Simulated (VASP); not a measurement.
# CdS (Cm) in VASP: single point with PBE

Aim: the single point of CdS with PBE.

Everything below comes from runs of VASP 6.6.1. Logs are shortened: lines on timing, memory, paths and dates and some standing lists are left out, and cuts for length are marked.

## Step 1: The cell of the first run

Symmetry: Cm, No. 8, monoclinic system. Conventional cell: a = 7.270 Å, b = 4.197 Å, c = 13.669 Å, α = 90.00°, β = 92.54°, γ = 90.00°. Within 3.4 Å of Cd (site symmetry m) lie 4 S at 2.57 to 2.64 Å. Cd (site symmetry m) has 4 S at 2.57 Å within 3.4 Å. Within 3.4 Å of Cd (site symmetry m) lie 4 S at 2.57 Å. Within 3.4 Å of Cd (site symmetry m) lie 4 S at 2.57 Å. Within 3.4 Å of S (site symmetry m) lie 4 Cd at 2.57 to 2.64 Å. S (site symmetry m) has 4 Cd at 2.57 Å within 3.4 Å. Within 3.4 Å of S (site symmetry m) lie 4 Cd at 2.57 Å. S (site symmetry m) has 4 Cd at 2.57 Å within 3.4 Å.

## Step 2: Single point, PBE (the part above a cut slid along it)

Contents of INCAR:

```
PREC     = Accurate       # precision mode
ENCUT    = 520            # plane-wave cutoff, eV
EDIFF    = 1E-6           # SCF threshold, eV
ISMEAR   = 0              # smearing method
SIGMA    = 0.05           # smearing width, eV
LREAL    = False          # projectors in reciprocal space
LASPH    = True           # aspherical terms in the spheres
NELM     = 100            # most SCF steps
ALGO     = Normal         # electronic algorithm
ISIF     = 2              # what is computed and relaxed
LWAVE    = False          # write WAVECAR
LCHARG   = False          # write CHGCAR
GGA      = PE             # functional
NBANDS   = 46             # bands
```

Contents of KPOINTS:

```
regular mesh
0
Gamma
  7 7 2
```

Contents of POSCAR:

```
CdS
1.0
   -2.0985806452     -3.6348483013      0.0000000000
    2.0985806452     -3.6348483013      0.0000000000
    0.0000000000     -0.6058080502     13.6554617430
Cd S
4 4
Direct
    0.5911809788      0.5911809788      0.9058282541
    0.6328476455      0.6328476455      0.4058282541
    0.3203476455      0.3203476455      0.1558282541
    0.2786809788      0.2786809788      0.6558282541
    0.6588190212      0.6588190212      0.0941717459
    0.6171523545      0.6171523545      0.5941717459
    0.3046523545      0.3046523545      0.3441717459
    0.2629856878      0.2629856878      0.8441717459
```

Potentials or basis: VASP PAW PBE potentials, release 64 (Cd, S).

The run is started by

```bash
cat potpaw_PBE.64/Cd/POTCAR potpaw_PBE.64/S/POTCAR > POTCAR
mpirun -np 1 vasp_std > vasp.out
```

OUTCAR:

```text
PREC = Accurate
   ENCUT = 520
   EDIFF = 1E-6
   ISMEAR = 0
   LREAL = False
   LASPH = True
   NELM = 100
   ISIF = 2
   GGA = PE

 ion  position               nearest neighbor table
   1  0.591  0.591  0.906-   8 2.57   8 2.57   8 2.57   5 2.64
   2  0.633  0.633  0.406-   7 2.57   7 2.57   7 2.57   6 2.57
   3  0.320  0.320  0.156-   5 2.57   5 2.57   5 2.57   7 2.57
   4  0.279  0.279  0.656-   6 2.57   6 2.57   6 2.57   8 2.57
   5  0.659  0.659  0.094-   3 2.57   3 2.57   3 2.57   1 2.64
   6  0.617  0.617  0.594-   4 2.57   4 2.57   4 2.57   2 2.57
   7  0.305  0.305  0.344-   2 2.57   2 2.57   2 2.57   3 2.57
   8  0.263  0.263  0.844-   1 2.57   1 2.57   1 2.57   4 2.57

  LATTYP: Found a base centered monoclinic cell.
 ALAT       =     7.2696966026
 B/A-ratio  =     0.5773502692
 C/A-ratio  =     1.8802563374
 COS(beta)  =    -0.0443201981

  Lattice vectors:

 A1 = (   2.0985806452,   3.6348483013,   0.0000000000)
 A2 = (  -2.0985806452,   3.6348483013,   0.0000000000)
 A3 = (   0.0000000000,  -0.6058080502,  13.6554617430)

Analysis of symmetry for initial positions (statically):
=====================================================================
 Subroutine PRICEL returns:
 Original cell was already a primitive cell.

 Routine SETGRP: Setting up the symmetry group for a
 base centered monoclinic supercell.

 Subroutine GETGRP returns: Found  2 space group operations
 (whereof  2 operations were pure point group operations)
 out of a pool of  4 trial point group operations.

The static configuration has the point symmetry C_1h.

Analysis of symmetry for dynamics (positions and initial velocities):
=====================================================================
 Subroutine PRICEL returns:
 Original cell was already a primitive cell.

 Routine SETGRP: Setting up the symmetry group for a
 base centered monoclinic supercell.

 Subroutine GETGRP returns: Found  2 space group operations
 (whereof  2 operations were pure point group operations)
 out of a pool of  4 trial point group operations.

The dynamic configuration has the point symmetry C_1h.

 Subroutine INISYM returns: Found  2 space group operations
 (whereof  2 operations are pure point group operations),
 and found     1 'primitive' translations

----------------------------------------------------------------------------------------

                                     Primitive cell

  volume of cell :     208.3283

  direct lattice vectors                    reciprocal lattice vectors
    -2.098580645 -3.634848301  0.000000000    -0.238256272 -0.137557322 -0.006102564
     2.098580645 -3.634848301  0.000000000     0.238256272 -0.137557322 -0.006102564
     0.000000000 -0.605808050 13.655461743     0.000000000  0.000000000  0.073230772

  length of vectors
     4.197161290  4.197161290 13.668893108     0.275182320  0.275182320  0.073230772

  position of ions in fractional coordinates (direct lattice)
     0.591180979  0.591180979  0.905828254
     0.632847646  0.632847646  0.405828254
     0.320347646  0.320347646  0.155828254
     0.278680979  0.278680979  0.655828254
     0.658819021  0.658819021  0.094171746
     0.617152354  0.617152354  0.594171746
     0.304652354  0.304652354  0.344171746
     0.262985688  0.262985688  0.844171746

  ion indices of the primitive-cell ions
   primitive index   ion index
                 1           1
                 2           2
                 3           3
                 4           4
                 5           5
                 6           6
                 7           7
                 8           8

----------------------------------------------------------------------------------------

 KPOINTS: regular mesh

Automatic generation of k-mesh.
 Grid dimensions read from file:
 generate k-points for:    7    7    2

 Generating k-lattice:

  Cartesian coordinates                     Fractional coordinates (reciprocal lattice)
    -0.034036610 -0.019651046 -0.000871795     0.142857143  0.000000000  0.000000000
     0.034036610 -0.019651046 -0.000871795     0.000000000  0.142857143  0.000000000
     0.000000000  0.000000000  0.036615386     0.000000000  0.000000000  0.500000000

  Length of vectors
     0.039311760  0.039311760  0.036615386

  Shift w.r.t. Gamma in fractional coordinates (k-lattice)
     0.000000000  0.000000000  0.000000000

 Subroutine IBZKPT returns following result:
 ===========================================

 Found     32 irreducible k-points:

 Following reciprocal coordinates:
            Coordinates               Weight
  0.000000  0.000000  0.000000      1.000000
  0.142857  0.000000  0.000000      4.000000
  0.285714  0.000000 -0.000000      4.000000
  0.428571 -0.000000 -0.000000      4.000000
  0.142857  0.142857  0.000000      2.000000
  0.285714  0.142857  0.000000      4.000000
[... 16 lines left out ...]
  0.428571  0.142857  0.500000      4.000000
 -0.428571  0.142857  0.500000      4.000000
 [... further k-points ...]
   k-points           NKPTS =     32   k-points in BZ     NKDIM =     32   number of bands    NBANDS=     46
   number of dos      NEDOS =    301   number of ions     NIONS =      8
   total plane-waves  NPLWV = 110592
   dimension x,y,z NGX =    32 NGY =   32 NGZ =  108
   dimension x,y,z NGXF=    64 NGYF=   64 NGZF=  216
   ions per type =               4   4
   NGX,Y,Z   is equivalent  to a cutoff of  12.67, 12.67, 13.14 a.u.
   NGXF,Y,Z  is equivalent  to a cutoff of  25.35, 25.35, 26.27 a.u.
 SYSTEM =  unknown system
   PREC   = accura    normal or accurate (medium, high low for compatibility)
   ISTART =      0    job   : 0-new  1-cont  2-samecut
   ICHARG =      2    charge: 1-file 2-atom 10-const
   ISPIN  =      1    spin polarized calculation?
   LNONCOLLINEAR =      F non collinear calculations
   LSORBIT =      F    spin-orbit coupling
   LASPH  =      T    aspherical Exc in radial PAW
   ENCUT  =  520.0 eV  38.22 Ry    6.18 a.u.   7.80  7.80 25.42*2*pi/ulx,y,z
   NELM   =    100;   NELMIN=  2; NELMDL= -5     # of ELM steps
   EDIFF  = 0.1E-05   stopping-criterion for ELM
   LREAL  =      F    real-space projection
[... 7 lines left out ...]
   TEBEG  =    0.0;   TEEND  =   0.0 temperature during run
   PSTRESS=    0.0 pullay stress
   NELECT =      72.0000    total number of electrons
   NUPDOWN=      -1.0000    fix difference up-down
   EMIN   =  10.00;   EMAX   =-10.00  energy-range for DOS
   EFERMI =   0.00;   METHOD = LEGACY
   ISMEAR =     0;   SIGMA  =   0.05  broadening in eV -4-tet -1-fermi 0-gaus
   EFERMI_NEDOS =   21; number of points for ismear=-14 and -15
   IALGO  =     38    algorithm
   IMIX   =      4    mixing-type and parameters
     AMIX     =   0.40;   BMIX     =  1.00
     AMIX_MAG =   1.60;   BMIX_MAG =  1.00
  volume/ion in A,a.u.               =      26.04       175.73
  Fermi-wavevector in a.u.,A,eV,Ry     =   1.148866  2.171043 17.958250  1.319894
  Thomas-Fermi vector in A             =   2.285539
   LORBIT       =      0    0 simple, 1 ext, 2 COOP (PROOUT), +10 PAW based schemes
   GGA     = PE    functional components
   LHFCALC =     F    Hartree Fock is set to
   AEXX    =    0.0000 exact exchange contribution
   IVDW    =     0    specifies the selected vdW correction
   LEPSILON=     F    determine dielectric tensor
   LRPA    =     F    only Hartree local field effects (RPA)
 non-spin polarized calculation
 Gauss-broadening in eV      SIGMA  =   0.05
  energy-cutoff  :      520.00
  volume of cell :      208.33
 maximum number of plane-waves:      5636
   NGX = 15   NGY = 15   NGZ = 51

 number of electron      72.0000008 magnetization

 Free energy of the ion-electron system (eV)
  ---------------------------------------------------
  ext. energy  EPLUGINS =         0.00000000
  ---------------------------------------------------
  free energy    TOTEN  =       -24.53193929 eV

  energy without entropy =      -24.53193929  energy(sigma->0) =      -24.53193929

 E-fermi :   1.1733     XC(G=0):  -8.9261

 val. band max:        0.9361922429   @ k =   0.0000   0.0000   0.0000
 cond. band min:       1.9886148066   @ k =   0.0000   0.0000   0.0000
 fundamental gap:      1.0524225637
 Fermi energy:         1.1732747859

 k-point     1 :       0.0000    0.0000    0.0000
  band No.  band energies     occupation
      1     -11.1778      2.00000
      2     -10.9935      2.00000
      3     -10.9417      2.00000
      4     -10.7572      2.00000
      5      -6.6683      2.00000
      6      -6.6666      2.00000
[... 38 lines left out ...]
     45       7.5280      0.00000
     46       7.6795      0.00000

 k-point     2 :       0.1429    0.0000    0.0000
  band No.  band energies     occupation
      1     -11.1143      2.00000
      2     -10.9464      2.00000
      3     -10.8944      2.00000
      4     -10.7279      2.00000
      5      -6.6389      2.00000
      6      -6.6359      2.00000
[... 38 lines left out ...]
     45       7.7482      0.00000
     46       7.8406      0.00000

 k-point     3 :       0.2857    0.0000   -0.0000
  band No.  band energies     occupation
      1     -10.9648      2.00000
      2     -10.8405      2.00000
      3     -10.7894      2.00000
      4     -10.6665      2.00000
      5      -6.5904      2.00000
      6      -6.5825      2.00000
[... 38 lines left out ...]
     45       7.8356      0.00000
     46       8.1051      0.00000

 k-point     4 :       0.4286   -0.0000   -0.0000
  band No.  band energies     occupation
      1     -10.8332      2.00000
      2     -10.7564      2.00000
      3     -10.7099      2.00000
      4     -10.6239      2.00000
      5      -6.5717      2.00000
      6      -6.5520      2.00000
[... 920 lines left out ...]
     45       7.5230      0.00000
     46       7.7047      0.00000

 k-point    23 :       0.4286    0.1429    0.5000
  band No.  band energies     occupation
      1     -10.8560      2.00000
      2     -10.7988      2.00000
      3     -10.7104      2.00000
      4     -10.6346      2.00000
      5      -6.5733      2.00000
      6      -6.5462      2.00000
[... 38 lines left out ...]
     45       7.5741      0.00000
     46       7.8079      0.00000

 k-point    24 :      -0.4286    0.1429    0.5000
  band No.  band energies     occupation
      1     -10.7907      2.00000
      2     -10.7400      2.00000
      3     -10.6889      2.00000
      4     -10.6131      2.00000
      5      -6.5624      2.00000
      6      -6.5401      2.00000
[... 38 lines left out ...]
     45       7.5079      0.00000
     46       7.6791      0.00000

 [... further k-points ...]

------------------------ aborting loop because EDIFF is reached ----------------------------------------

  FORCE on cell =-STRESS in cart. coord.  units (eV):
  Direction    XX          YY          ZZ          XY          YZ          ZX
  --------------------------------------------------------------------------------------
  -------------------------------------------------------------------------------------
  Total        0.6534991     -0.2233806     -0.0191090      0.0000000      0.7817522      0.0000000
  in kB        5.0258237     -1.7179389     -0.1469607      0.0000000      6.0121713      0.0000000
  external PRESSURE =       1.0536413 kB  Pullay stress =       0.0000000 kB

 VOLUME and BASIS-vectors are now :
 -----------------------------------------------------------------------------
  energy-cutoff  :      520.00
  volume of cell :      208.33
      direct lattice vectors                 reciprocal lattice vectors
    -2.098580645 -3.634848301  0.000000000    -0.238256272 -0.137557322 -0.006102564
     2.098580645 -3.634848301  0.000000000     0.238256272 -0.137557322 -0.006102564
     0.000000000 -0.605808050 13.655461743     0.000000000  0.000000000  0.073230772

 POSITION                                       TOTAL-FORCE (eV/Angst)
 -----------------------------------------------------------------------------------
      0.00000     -4.84646     12.36950         0.000000     -0.097310      0.170053
      0.00000     -4.84646      5.54177         0.000000      0.001379     -0.025701
      0.00000     -2.42323      2.12791         0.000000      0.001498      0.017041
      0.00000     -2.42323      8.95564         0.000000     -0.012151     -0.024077
      0.00000     -4.84646      1.28596         0.000000      0.207933     -0.221812
      0.00000     -4.84646      8.11369         0.000000     -0.001383      0.022265
      0.00000     -2.42323      4.69982         0.000000      0.013384      0.026234
      0.00000     -2.42323     11.52755         0.000000     -0.113351      0.035997
 -----------------------------------------------------------------------------------
    total drift:                                0.000000      0.000289     -0.000529

  FREE ENERGIE OF THE ION-ELECTRON SYSTEM (eV)
  ---------------------------------------------------
  free  energy   TOTEN  =       -24.5319392853 eV

  energy  without entropy=      -24.5319392853  energy(sigma->0) =      -24.53193929
```

It took 17 min on 1 thread of AMD EPYC, shared host; peak memory 0.42 GiB.

Results:

```
Free energy            : -24.5319 eV
Pressure               : 0.1 GPa
Largest force          : 0.304 eV/Å
Band gap on the k mesh : 1.05 eV
```

Forces in eV/Å, atoms in the order of the input:
```
Cd   0.000 -0.097  0.170
Cd   0.000  0.001 -0.026
Cd   0.000  0.001  0.017
Cd   0.000 -0.012 -0.024
S    0.000  0.208 -0.222
S    0.000 -0.001  0.022
S    0.000  0.013  0.026
S    0.000 -0.113  0.036
```

Levels at points of the mesh, in eV from the valence-band top:
```
           k point  band 34  band 35  band 36  band 37  band 38  band 39
(0.00, 0.00, 0.00)    -0.10    -0.02     0.00     1.05     2.67     2.73
(0.00, 0.00, 0.50)    -0.16    -0.11    -0.10     1.89     1.97     2.76
```

Caveat: the cell differs from its parent crystal (the part above a cut slid along it).
